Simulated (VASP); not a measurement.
# TaSi2 in VASP: single point with PBE

Aim: the single point of TaSi2 with PBE.

Everything below comes from runs of VASP 6.6.1. Logs are shortened: lines on timing, memory, paths and dates and some standing lists are left out, and cuts for length are marked.

### 1 The cell of the first run

The cell holds an amorphous packing of atoms, 9 atoms: a = 5.045 Å, b = 5.858 Å, c = 5.046 Å, α = 88.57°, β = 76.95°, γ = 91.28°.

### 2 Single point, PBE

INCAR reads:

```
SYSTEM = TaSi2
PREC = Accurate
ENCUT = 520
EDIFF = 1E-7
ISMEAR = 0
SIGMA = 0.1
LREAL = .False.
LASPH = .True.
NELM = 60
ALGO = Normal
ISIF = 2
LWAVE = .False.
LCHARG = .False.
GGA = PE
NBANDS = 38
ISYM = 0
```

KPOINTS reads:

```
regular mesh
0
Gamma
  3 3 3
  0 0 0
```

POSCAR reads:

```
TaSi2
1.0
    5.0095201927     -0.0757841387      0.5925180065
   -0.0496700372      5.8579582122      0.0521828126
    0.5556134583      0.0863512343      5.0144090337
Ta Si
3 6
Direct
    0.8595044283      0.3116563361      0.5287152802
   -0.0190961677      0.0123017762      0.0120546337
    0.3765440248      0.0121068500      0.4081036970
    0.6300471135      0.3397228212      0.0727265430
    0.3263107549      0.5707239296      0.3717829372
    0.5003592708      0.9397636903     -0.1111720039
    0.8684858961      0.8235486750      0.5203915790
    1.0156390366      0.5706172723      1.0611286162
    0.3153164081      0.3398608536      0.7579501976
```

Potentials or basis: VASP PAW PBE potentials, release 64 (Ta_pv, Si).

Started as:

```
$ cat potpaw_PBE.64/Ta_pv/POTCAR potpaw_PBE.64/Si/POTCAR > POTCAR
$ mpirun -np 1 vasp_std > vasp.out
```

OUTCAR:

```text
SYSTEM = TaSi2
   PREC = Accurate
   ENCUT = 520
   EDIFF = 1E-7
   ISMEAR = 0
   LREAL = .False.
   LASPH = .True.
   NELM = 60
   ISIF = 2
   GGA = PE
   ISYM = 0

 ion  position               nearest neighbor table
   1  0.860  0.312  0.529-   5 2.72   8 2.72   4 2.74   9 2.74   9 2.80   4 2.80   7 2.86   7 3.00
                             6 3.08   3 3.13   2 3.13   2 3.15   3 3.15   8 3.35   5 3.35
   2  0.981  0.012  0.012-   6 2.60   8 2.61   4 2.62   9 2.63   6 2.66   7 2.70   7 2.91   3 3.13
                             1 3.13   1 3.15   3 3.24   3 3.25   8 3.29
   3  0.377  0.012  0.408-   6 2.60   5 2.61   9 2.62   4 2.63   6 2.66   7 2.70   7 2.90   2 3.13
                             1 3.13   1 3.15   2 3.24   2 3.25   5 3.29
   4  0.630  0.340  0.073-   8 2.33   5 2.37   9 2.49   2 2.62   3 2.63   6 2.66   1 2.74   1 2.80

   5  0.326  0.571  0.372-   9 2.33   4 2.37   8 2.45   3 2.61   1 2.72   7 2.74   3 3.29   1 3.35

   6  0.500  0.940  0.889-   7 2.44   2 2.60   3 2.60   2 2.66   4 2.66   3 2.66   9 2.66   1 3.08

   7  0.868  0.824  0.520-   6 2.44   2 2.70   3 2.70   5 2.74   8 2.75   1 2.86   3 2.90   2 2.91
                             1 3.00
   8  0.016  0.571  0.061-   4 2.33   9 2.37   5 2.45   2 2.61   1 2.72   7 2.75   2 3.29   1 3.35

   9  0.315  0.340  0.758-   5 2.33   8 2.37   4 2.49   3 2.62   2 2.63   6 2.66   1 2.74   1 2.80

IMPORTANT INFORMATION: All symmetrisations will be switched off!
NOSYMM: (Re-)initialisation of all symmetry stuff for point group C_1.

----------------------------------------------------------------------------------------

                                     Primitive cell

  volume of cell :     145.1759

  direct lattice vectors                    reciprocal lattice vectors
     5.009520193 -0.075784139  0.592518006     0.202304118  0.001915327 -0.022448963
    -0.049670037  5.857958212  0.052182813     0.002970033  0.170762253 -0.003269722
     0.555613458  0.086351234  5.014409034    -0.023935785 -0.002003371  0.202111960

  length of vectors
     5.045008760  5.858401196  5.045835987     0.203554859  0.170819376  0.203534222

  position of ions in fractional coordinates (direct lattice)
     0.859504428  0.311656336  0.528715280
     0.980903832  0.012301776  0.012054634
     0.376544025  0.012106850  0.408103697
     0.630047113  0.339722821  0.072726543
     0.326310755  0.570723930  0.371782937
     0.500359271  0.939763690  0.888827996
     0.868485896  0.823548675  0.520391579
     0.015639037  0.570617272  0.061128616
     0.315316408  0.339860854  0.757950198

  ion indices of the primitive-cell ions
   primitive index   ion index
                 1           1
                 2           2
                 3           3
                 4           4
                 5           5
                 6           6
                 7           7
                 8           8
                 9           9

----------------------------------------------------------------------------------------

 KPOINTS: regular mesh

Automatic generation of k-mesh.
 Grid dimensions read from file:
 generate k-points for:    3    3    3

 Generating k-lattice:

  Cartesian coordinates                     Fractional coordinates (reciprocal lattice)
     0.067434706  0.000638442 -0.007482988     0.333333333  0.000000000  0.000000000
     0.000990011  0.056920751 -0.001089907    -0.000000000  0.333333333  0.000000000
    -0.007978595 -0.000667790  0.067370653     0.000000000  0.000000000  0.333333333

  Length of vectors
     0.067851620  0.056939792  0.067844741

  Shift w.r.t. Gamma in fractional coordinates (k-lattice)
     0.000000000  0.000000000  0.000000000

 Subroutine IBZKPT returns following result:
 ===========================================

 Found     14 irreducible k-points:

 Following reciprocal coordinates:
            Coordinates               Weight
  0.000000  0.000000  0.000000      1.000000
  0.333333  0.000000  0.000000      2.000000
  0.000000  0.333333  0.000000      2.000000
  0.333333  0.333333  0.000000      2.000000
 -0.333333  0.333333 -0.000000      2.000000
 -0.000000  0.000000  0.333333      2.000000
  0.333333  0.000000  0.333333      2.000000
 -0.333333  0.000000  0.333333      2.000000
 -0.000000  0.333333  0.333333      2.000000
  0.333333  0.333333  0.333333      2.000000
 -0.333333  0.333333  0.333333      2.000000
 -0.000000 -0.333333  0.333333      2.000000
  0.333333 -0.333333  0.333333      2.000000
 -0.333333 -0.333333  0.333333      2.000000
   k-points           NKPTS =     14   k-points in BZ     NKDIM =     14   number of bands    NBANDS=     38
   number of dos      NEDOS =    301   number of ions     NIONS =      9
   total plane-waves  NPLWV =  76800
   dimension x,y,z NGX =    40 NGY =   48 NGZ =   40
   dimension x,y,z NGXF=    80 NGYF=   96 NGZF=   80
   ions per type =               3   6
   NGX,Y,Z   is equivalent  to a cutoff of  13.18, 13.62, 13.18 a.u.
   NGXF,Y,Z  is equivalent  to a cutoff of  26.36, 27.24, 26.36 a.u.
 SYSTEM =  TaSi2
   PREC   = accura    normal or accurate (medium, high low for compatibility)
   ISTART =      0    job   : 0-new  1-cont  2-samecut
   ICHARG =      2    charge: 1-file 2-atom 10-const
   ISPIN  =      1    spin polarized calculation?
   LNONCOLLINEAR =      F non collinear calculations
   LSORBIT =      F    spin-orbit coupling
   LASPH  =      T    aspherical Exc in radial PAW
   ENCUT  =  520.0 eV  38.22 Ry    6.18 a.u.   9.38 10.89  9.38*2*pi/ulx,y,z
   NELM   =     60;   NELMIN=  2; NELMDL= -5     # of ELM steps
   EDIFF  = 0.1E-06   stopping-criterion for ELM
   LREAL  =      F    real-space projection
   EDIFFG = 0.1E-05   stopping-criterion for IOM
   NSW    =      0    number of steps for IOM
   IBRION =     -1    ionic relax: 0-MD 1-quasi-New 2-CG
   NFREE  =      0    steps in history (QN), initial steepest desc. (CG)
   ISIF   =      2    stress and relaxation
   ISYM   =      0    0-nonsym 1-usesym 2-fastsym
   POTIM  = 0.5000    time-step for ionic-motion
   TEBEG  =    0.0;   TEEND  =   0.0 temperature during run
   PSTRESS=    0.0 pullay stress
   NELECT =      57.0000    total number of electrons
   NUPDOWN=      -1.0000    fix difference up-down
   EMIN   =  10.00;   EMAX   =-10.00  energy-range for DOS
   EFERMI =   0.00;   METHOD = LEGACY
   ISMEAR =     0;   SIGMA  =   0.10  broadening in eV -4-tet -1-fermi 0-gaus
   EFERMI_NEDOS =   21; number of points for ismear=-14 and -15
   IALGO  =     38    algorithm
   IMIX   =      4    mixing-type and parameters
     AMIX     =   0.40;   BMIX     =  1.00
     AMIX_MAG =   1.60;   BMIX_MAG =  1.00
  volume/ion in A,a.u.               =      16.13       108.86
  Fermi-wavevector in a.u.,A,eV,Ry     =   1.198767  2.265342 19.552158  1.437043
  Thomas-Fermi vector in A             =   2.334648
   LORBIT       =      0    0 simple, 1 ext, 2 COOP (PROOUT), +10 PAW based schemes
   GGA     = PE    functional components
   LHFCALC =     F    Hartree Fock is set to
   AEXX    =    0.0000 exact exchange contribution
   IVDW    =     0    specifies the selected vdW correction
   LEPSILON=     F    determine dielectric tensor
   LRPA    =     F    only Hartree local field effects (RPA)
 non-spin polarized calculation
 Gauss-broadening in eV      SIGMA  =   0.10
  energy-cutoff  :      520.00
  volume of cell :      145.18
 maximum number of plane-waves:      3923
 NGX is ok and might be reduce to    40
   NGX = 19   NGY = 21   NGZ = 19

 number of electron      57.0000001 magnetization

 Free energy of the ion-electron system (eV)
  ---------------------------------------------------
  ext. energy  EPLUGINS =         0.00000000
  ---------------------------------------------------
  free energy    TOTEN  =       -68.51966591 eV

  energy without entropy =      -68.50053409  energy(sigma->0) =      -68.51010000

 E-fermi :   7.7769     XC(G=0): -11.4995

 val. band max:        7.7317917421   @ k =   0.0000   0.0000   0.0000
 cond. band min:       7.7807176541   @ k =   0.3333   0.0000   0.3333
 fundamental gap:      0.0489259120
 Fermi energy:         7.7768846591

 k-point     1 :       0.0000    0.0000    0.0000
  band No.  band energies     occupation
      1     -26.8211      2.00000
      2     -26.7760      2.00000
      3     -26.6987      2.00000
      4     -26.4658      2.00000
      5     -26.4176      2.00000
      6     -26.3740      2.00000
[... 30 lines left out ...]
     37      10.6524      0.00000
     38      11.4714      0.00000

 k-point     2 :       0.3333    0.0000    0.0000
  band No.  band energies     occupation
      1     -26.8228      2.00000
      2     -26.7750      2.00000
      3     -26.7059      2.00000
      4     -26.4524      2.00000
      5     -26.3926      2.00000
      6     -26.3648      2.00000
[... 30 lines left out ...]
     37      11.1146      0.00000
     38      11.4746      0.00000

 k-point     3 :       0.0000    0.3333    0.0000
  band No.  band energies     occupation
      1     -26.8208      2.00000
      2     -26.7756      2.00000
      3     -26.6984      2.00000
      4     -26.4658      2.00000
      5     -26.4183      2.00000
      6     -26.3746      2.00000
[... 30 lines left out ...]
     37      11.3026      0.00000
     38      12.0141      0.00000

 k-point     4 :       0.3333    0.3333    0.0000
  band No.  band energies     occupation
      1     -26.8228      2.00000
      2     -26.7750      2.00000
      3     -26.7061      2.00000
      4     -26.4525      2.00000
      5     -26.3928      2.00000
      6     -26.3652      2.00000
[... 30 lines left out ...]
     37      11.1821      0.00000
     38      11.3560      0.00000
[... 293 lines left out ...]
      4     -26.4525      2.00000
      5     -26.3933      2.00000
      6     -26.3661      2.00000
[... 30 lines left out ...]
     37      11.1826      0.00000
     38      11.3584      0.00000

 k-point    13 :       0.3333   -0.3333    0.3333
  band No.  band energies     occupation
      1     -26.8243      2.00000
      2     -26.7770      2.00000
      3     -26.7162      2.00000
      4     -26.5034      2.00000
      5     -26.3728      2.00000
      6     -26.3587      2.00000
[... 30 lines left out ...]
     37      11.3266      0.00000
     38      11.7002      0.00000

 k-point    14 :      -0.3333   -0.3333    0.3333
  band No.  band energies     occupation
      1     -26.8208      2.00000
      2     -26.7805      2.00000
      3     -26.7146      2.00000
      4     -26.4778      2.00000
      5     -26.3653      2.00000
      6     -26.3534      2.00000
[... 30 lines left out ...]
     37      11.0113      0.00000
     38      11.4589      0.00000

------------------------ aborting loop because EDIFF is reached ----------------------------------------

  FORCE on cell =-STRESS in cart. coord.  units (eV):
  Direction    XX          YY          ZZ          XY          YZ          ZX
  --------------------------------------------------------------------------------------
  -------------------------------------------------------------------------------------
  Total        0.1344091      0.1191882      0.0843697     -0.0118945     -0.0701458      0.1072113
  in kB        1.4833532      1.3153740      0.9311131     -0.1312694     -0.7741370      1.1831954
  external PRESSURE =       1.2432801 kB  Pullay stress =       0.0000000 kB

 VOLUME and BASIS-vectors are now :
 -----------------------------------------------------------------------------
  energy-cutoff  :      520.00
  volume of cell :      145.18
      direct lattice vectors                 reciprocal lattice vectors
     5.009520193 -0.075784139  0.592518006     0.202304118  0.001915327 -0.022448963
    -0.049670037  5.857958212  0.052182813     0.002970033  0.170762253 -0.003269722
     0.555613458  0.086351234  5.014409034    -0.023935785 -0.002003371  0.202111960

 POSITION                                       TOTAL-FORCE (eV/Angst)
 -----------------------------------------------------------------------------------
      4.58399      1.80619      3.17673         0.011720      0.008773     -0.011746
      4.91994     -0.00123      0.64229        -0.013253      0.005444     -0.006871
      2.11245      0.07763      2.27014         0.004038      0.008247      0.006517
      3.17977      1.94861      0.75572        -0.005665      0.013941      0.009389
      1.81288      3.35065      2.08740        -0.002795     -0.021203     -0.006255
      2.95373      5.54393      4.80246         0.007346      0.002806     -0.012912
      4.59893      4.80343      3.16702        -0.012423     -0.003658      0.013808
      0.08397      3.34675      0.34557         0.009865     -0.023784      0.007623
      1.98383      2.03244      4.00524         0.001167      0.009434      0.000448
 -----------------------------------------------------------------------------------
    total drift:                               -0.000036     -0.000042      0.000071

  FREE ENERGIE OF THE ION-ELECTRON SYSTEM (eV)
  ---------------------------------------------------
  free  energy   TOTEN  =       -68.5196659146 eV

  energy  without entropy=      -68.5005340898  energy(sigma->0) =      -68.51010000
```

It took 75 s on 1 thread of Intel Xeon Platinum 8488C (Sapphire Rapids), shared host; peak memory 0.28 GiB.

What came out:

```
Free energy   : -68.5197 eV
Pressure      : 0.1 GPa
Largest force : 0.027 eV/Å
```

Forces in eV/Å, atoms in the order of the input:
```
Ta   0.012  0.009 -0.012
Ta  -0.013  0.005 -0.007
Ta   0.004  0.008  0.007
Si  -0.006  0.014  0.009
Si  -0.003 -0.021 -0.006
Si   0.007  0.003 -0.013
Si  -0.012 -0.004  0.014
Si   0.010 -0.024  0.008
Si   0.001  0.009  0.000
```

Levels at points of the mesh, in eV from the Fermi level:
```
           k point  band 25  band 26  band 27  band 28  band 29  band 30  band 31  band 32
(0.00, 0.00, 0.00)    -1.19    -1.18    -0.92    -0.71    -0.49    -0.05     1.19     1.22
```

Caveat: the k points lie up to 0.43 Å⁻¹ apart; spin-orbit coupling is left out, which moves the levels of the heavy elements.
